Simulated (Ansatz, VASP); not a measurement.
## Two plane-wave programs on RbCl

```xyz
2
Lattice="0.0000 3.3490 3.3490 3.3490 0.0000 3.3490 3.3490 3.3490 0.0000" Properties=species:S:1:pos:R:3 pbc="T T T"
Rb    3.3490    3.3490    3.3490
Cl    0.0000    0.0000    0.0000
```

Alike in both runs: task single point; functional PBE; k mesh 6 × 6 × 6; occupations gaussian, width 0.05 eV; no spin polarisation.

```csv
,VASP,Ansatz
version,VASP 6.6.1,Ansatz 0.2.0
potentials or method,"VASP PAW PBE potentials, release 64 (Rb_sv, Cl), cutoff 500 eV","scalar-relativistic, plane waves, PAW"
valence electrons in the cell,16,16
```

```csv
,VASP,Ansatz,Ansatz less VASP
gap on the k mesh at the Fermi level (eV),4.83,4.84,+0.003
least direct gap on the mesh (eV),4.83,4.84,+0.003
pressure (GPa),0.0,0.0,+0.01
```
